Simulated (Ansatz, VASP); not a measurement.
**Pd: VASP beside Ansatz**

File POSCAR:

```
Pd
1.0
    2.7836650458      0.0000000000      0.0000000000
   -1.3918325229      2.4107246453      0.0000000000
    0.0000000000      0.0000000000      4.6288930000
Pd
2
Direct
    0.3333333333      0.6666666667      0.2500000000
    0.6666666667      0.3333333333      0.7500000000
```

Contents of INCAR.step1:

```
ALGO = Normal ; EDIFF = 1E-4
ENCUT = 520 ; GGA = PE
GGA_COMPAT = F ; ISMEAR = -1
LASPH = T ; LCHARG = F
LMAXMIX = 4 ; LREAL = F
LSORBIT = T ; LWAVE = T
MAGMOM = 0 0 0 0 0 0 ; NBANDS = 32
NELM = 150 ; PREC = Accurate
SIGMA = 0.05
```

File INCAR.step2:

```
ALGO = Normal ; EDIFF = 1E-7
ENCUT = 520 ; GGA_COMPAT = F
ISIF = 2 ; ISMEAR = -1
ISTART = 1 ; LASPH = T
LCHARG = F ; LMAXMIX = 4
LMIXTAU = T ; LORBIT = 11
LORBMOM = T ; LREAL = F
LSORBIT = T ; LWAVE = F
MAGMOM = 0 0 0 0 0 0 ; METAGGA = R2SCAN
NBANDS = 32 ; NELM = 150
PREC = Accurate ; SIGMA = 0.05
```

File KPOINTS:

```
k-points
0
Gamma
  8 8 5
```

The input input.yaml:

```yaml
crystal:
  lattice:
    - [2.7836650458, 0.0, 0.0]
    - [-1.3918325229, 2.4107246453, 0.0]
    - [0.0, 0.0, 4.628893]
  atoms:
    - { symbol: Pd, position: [0.3333333333, 0.6666666667, 0.25] }
    - { symbol: Pd, position: [0.6666666667, 0.3333333333, 0.75] }
hamiltonian:
  xc: r2scan
  pseudopotentials: { kind: paw_fr }
magnetization:
  noncollinear: true
  spin_orbit: true
kpoints:
  mp_grid: { grid: [8, 8, 5] }
  band_path:
    path:
      - [[0.0, 0.0, 0.0], [0.5, 0.0, 0.0], [0.3333333333, 0.3333333333, 0.0], [0.0, 0.0, 0.0], [0.0, 0.0, 0.5], [0.5, 0.0, 0.5], [0.3333333333, 0.3333333333, 0.5], [0.0, 0.0, 0.5]]
      - [[0.5, 0.0, 0.5], [0.5, 0.0, 0.0]]
      - [[0.3333333333, 0.3333333333, 0.0], [0.3333333333, 0.3333333333, 0.5]]
    npoints: 14
scf:
  occupations: { method: fermi_dirac, width: 0.05 }
  n_extra_bands: 6
output:
  forces: true
  stress: true
  eigenvalues: true
  fatbands: true
```

Alike in both runs: functional r2SCAN; k mesh 8 × 8 × 5; occupations fermi-dirac, width 0.05 eV; non-collinear spin, spin-orbit coupling.

```csv
,VASP,Ansatz
version,VASP 6.6.1,Ansatz 0.2.0
potentials or method,"VASP PAW PBE potentials, release 64 (Pd)",Ansatz PAW
plane-wave cutoff (eV),520,500
valence electrons in the cell,20,36
task,single point,band structure
```

```tsv
	VASP	Ansatz	Ansatz less VASP
pressure (GPa)	-5.1	-5.6	-0.53
traceless stress, the component that is largest in VASP (GPa)	1.30	1.38	+0.083
net moment per atom (μB)	0.00	0.00	0.000
```

VASP's potentials were made for PBE, not for r2SCAN. With one functional, cell and mesh, what is left measures potentials, basis and numerics. VASP's potentials hold 20 valence electrons a cell and Ansatz's 36, so a difference there can come from the potentials and not from the codes.
